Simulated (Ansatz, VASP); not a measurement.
One calculation of Ag, two programs

Contents of INCAR:

```
SYSTEM = Ag
  PREC = Accurate
  ENCUT = 520
  EDIFF = 1E-8
  ISMEAR = -1
  SIGMA = 0.05
  LREAL = .FALSE.
  LASPH = .TRUE.
  NELM = 80
  ALGO = Normal
  ISIF = 2
  LWAVE = .FALSE.
  LCHARG = .FALSE.
  GGA = CA
  LEFG = .TRUE.
  NBANDS = 18
```

File KPOINTS:

```
regular mesh
0
G
  14 14 8
  0 0 0
```

File POSCAR:

```
Ag
1.0
    2.9103330712      0.0000000000      0.0000000000
   -1.4551665356      2.5204223732      0.0000000000
    0.0000000000      0.0000000000      4.7578513803
Ag
2
Direct
    0.3333333333      0.6666666667      0.2500000000
    0.6666666667      0.3333333333      0.7500000000
```

Input for Ansatz:

```yaml
crystal:
  lattice:
    - [2.9103330712, 0.0, 0.0]
    - [-1.4551665356, 2.5204223732, 0.0]
    - [0.0, 0.0, 4.7578513803]
  atoms:
    - { symbol: Ag, position: [0.3333333333, 0.6666666667, 0.25] }
    - { symbol: Ag, position: [0.6666666667, 0.3333333333, 0.75] }
kpoints:
  mp_grid: { grid: [14, 14, 8] }
scf:
  occupations: { method: fermi_dirac, width: 0.05 }
hamiltonian:
  xc: lda
  pseudopotentials: { kind: all_electron, datasets: crystal }
output:
  forces: true
  stress: true
  eigenvalues: true
  efg: { contact_densities: true }
```

Change from the starting cell: volume scaled by 0.98, crystal datasets.

Alike in both runs: task electric field gradients; functional LDA; k mesh 14 × 14 × 8; occupations fermi-dirac, width 0.05 eV; no spin polarisation.

|  | VASP | Ansatz |
| --- | --- | --- |
| version | VASP 6.6.1 | Ansatz 0.2.0 |
| potentials or method | VASP PAW LDA potentials, release 64 (Ag), cutoff 520 eV | all-electron PAW with datasets made for the crystal, scalar-relativistic |

Ansatz gave:

```
pressure (GPa)                                                : -9.0
traceless stress, the component that is largest in VASP (GPa) : -0.23
size of Vzz on the site where it differs most (V/Å²)          : 4.4
```

Task: Estimate VASP's values.

Result: Pressure (GPa): -8.9; traceless stress, the component that is largest in VASP (GPa): -0.24; size of Vzz on the site where it differs most (V/Å²): 4.0.

LDA's correlation is that of Perdew and Zunger in VASP and of Perdew and Wang (1992) in Ansatz. Ansatz ran all-electron here, and VASP with PAW potentials.
